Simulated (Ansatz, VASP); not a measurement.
**One calculation of Sn, two programs**

File INCAR:

```
  PREC = Accurate
  ENCUT = 520
  EDIFF = 1E-8
  ISMEAR = -1
  SIGMA = 0.03
  LREAL = F
  LASPH = T
  NELM = 80
  ALGO = Normal
  ISIF = 2
  LWAVE = F
  LCHARG = F
  GGA = PE
  LEFG = T
  NBANDS = 13
```

File KPOINTS:

```
regular mesh
0
Gamma
  14 14 14
```

The input POSCAR:

```
Sn
1.0
    3.0877013286      0.0617540266      0.0617540266
    0.0617540266      3.0877013286      0.0617540266
    0.0617540266      0.0617540266      3.0877013286
Sn
1
Direct
    0.0000000000      0.0000000000      0.0000000000
```

Input for Ansatz:

```yaml
crystal:
  lattice:
    - [3.0877013286, 0.0617540266, 0.0617540266]
    - [0.0617540266, 3.0877013286, 0.0617540266]
    - [0.0617540266, 0.0617540266, 3.0877013286]
  atoms:
    - { symbol: Sn, position: [0.0, 0.0, 0.0] }
kpoints:
  mp_grid: { grid: [14, 14, 14] }
scf:
  occupations: { method: fermi_dirac, width: 0.03 }
hamiltonian:
  xc: pbe
  pseudopotentials: { kind: paw }
output:
  forces: true
  stress: true
  eigenvalues: true
  efg: { contact_densities: true }
```

Change from the starting cell: equal xy, yz and zx shear strains of +4 %, PAW files.

Alike in both runs: task electric field gradients; functional PBE; k mesh 14 × 14 × 14; occupations fermi-dirac, width 0.03 eV; no spin polarisation.

|  | VASP | Ansatz |
| --- | --- | --- |
| version | VASP 6.6.1 | Ansatz 0.2.0 |
| potentials or method | VASP PAW PBE potentials, release 64 (Sn_d) | PAW with Ansatz's default frozen-core files, scalar-relativistic |
| plane-wave cutoff (eV) | 520 | 420 |
| valence electrons in the cell | 14 | 14 |

```csv
,VASP,Ansatz,Ansatz less VASP
pressure (GPa),0.0,0.1,+0.05
"traceless stress, the component that is largest in VASP (GPa)",-0.15,-0.15,+0.001
size of Vzz on the site where it differs most (V/Å²),27.0,28.1,+1.08
```

With one functional, cell and mesh, what is left measures potentials, basis and numerics.
